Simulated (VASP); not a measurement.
Wanted: the native input for a VASP 6.6.1 run.

| Property | Result |
| --- | --- |
| Task | single point |
| Functional | PBE |
| Dispersion | D3(BJ) |
| Potentials or basis | VASP PAW PBE potentials, release 64 (Sn_d, O) |
| Cutoff | 520 eV |
| k mesh | 7 × 7 × 1 |
| Occupations | gaussian, width 0.05 eV |
| Spin | no spin polarisation |
| Dipole correction | yes |
| Further INCAR settings | ALGO = Normal; EDIFF = 1e-07; NBANDS = 50 |

The structure of SnO lies in POSCAR:

```
SnO
1.0
    3.8201527579      0.0002954580      0.0000000000
   -0.0003145460      3.8201527564      0.0000000000
    0.0000000000      0.0000000000     22.2260749779
Sn O
4 4
Direct
    0.9999453016      0.9999453016      0.2024648978
    0.4999453016      0.4999453016      0.3087831520
    0.8749453016      0.9999453016      0.4977503900
    0.3749453016      0.4999453016      0.6040686442
    0.9999461181      0.4999461181      0.2556240249
    0.4999461181      0.9999461181      0.2556240249
    0.8749461181      0.4999461181      0.5509095171
    0.3749461181      0.9999461181      0.5509095171
```

The input as run:

INCAR

```
PREC = Accurate
ENCUT = 520
EDIFF = 1E-7
ISMEAR = 0
SIGMA = 0.05
LREAL = False
LASPH = True
NELM = 100
ALGO = Normal
ISIF = 2
LWAVE = False
LCHARG = False
LDIPOL = True
IDIPOL = 3
DIPOL = 0.5 0.5 0.403
GGA = PE
IVDW = 12
NBANDS = 50
```

KPOINTS

```
regular mesh
0
Gamma
  7 7 1
```

Potentials or basis: VASP PAW PBE potentials, release 64 (Sn_d, O).

Command:

```console
$ cat potpaw_PBE.64/Sn_d/POTCAR potpaw_PBE.64/O/POTCAR > POTCAR
$ mpirun -np 1 vasp_std > vasp.out
```

It gave:

The largest force is 0.182 eV/Å. The band gap on the k mesh is 2.57 eV, indirect (least direct gap 2.59 eV) and the dispersion energy per atom is -0.155 eV.

Caveat: spin-orbit coupling is left out, which moves the levels of the heavy elements.

Wall time 4 min on 1 thread of Intel(R) Xeon(R) 6975P-C (Granite Rapids), on a shared host, peak memory 0.43 GiB.
